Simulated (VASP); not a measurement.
Wanted: the native input for a VASP 6.6.1 run.

```
Task                   : electric field gradients
Functional             : PBE
Potentials or basis    : VASP PAW PBE potentials, release 64 (Ta_pv, N)
Cutoff                 : 520 eV
k mesh                 : 9 × 9 × 5
Occupations            : fermi-dirac, width 0.01 eV
Spin                   : no spin polarisation
Dipole correction      : no
Further INCAR settings : ALGO = Normal; EDIFF = 1e-08; NBANDS = 24
```

The structure of TaN lies in POSCAR:

```
TaN
1.0
    3.0500010905      0.0000000000      0.0000000000
   -1.5250005453      2.6413784260      0.0000000000
    0.0000000000      0.0000000000      4.8906000000
Ta N
2 2
Direct
    0.3333333333      0.6666666667      0.0000000000
    0.6666666667      0.3333333333      0.5000000000
    0.3333333333      0.6666666667      0.3850000000
    0.6666666667      0.3333333333      0.8850000000
```

This cell differs from its parent crystal: zz strain of -1 %.

The input as run:

INCAR

```
ALGO = Normal
EDIFF = 1E-8
ENCUT = 520
GGA = PE
GGA_COMPAT = False
ISIF = 2
ISMEAR = -1
LASPH = True
LCHARG = False
LEFG = True
LREAL = False
LWAVE = False
NBANDS = 24
NELM = 120
PREC = Accurate
SIGMA = 0.01
```

KPOINTS

```
k-points
0
Gamma
  9 9 5
```

Potentials or basis: VASP PAW PBE potentials, release 64 (Ta_pv, N).

Command:

```bash
$ cat potpaw_PBE.64/Ta_pv/POTCAR potpaw_PBE.64/N/POTCAR > POTCAR
$ mpirun -np 1 vasp_std > vasp.out
```

It gave:

```
Pressure               : 147.4 GPa
Largest force          : 1.771 eV/Å
Band gap on the k mesh : zero (band 16 reaches 10.45 eV, above the bottom of band 17 at 8.24 eV)
```

Caveat: the cell differs from its parent crystal (zz strain of -1 %); without QUAD_EFG the Cq values of the log hold for a quadrupole moment of 1 mb, not for the nuclei; spin-orbit coupling is left out, which moves the levels of the heavy elements; forces of over 1 eV/Å act on the atoms, so gaps and moduli don't describe the material at rest.

Run time: 50 s on 1 thread of AMD EPYC 7R13 (shared host), peak memory 0.14 GiB.
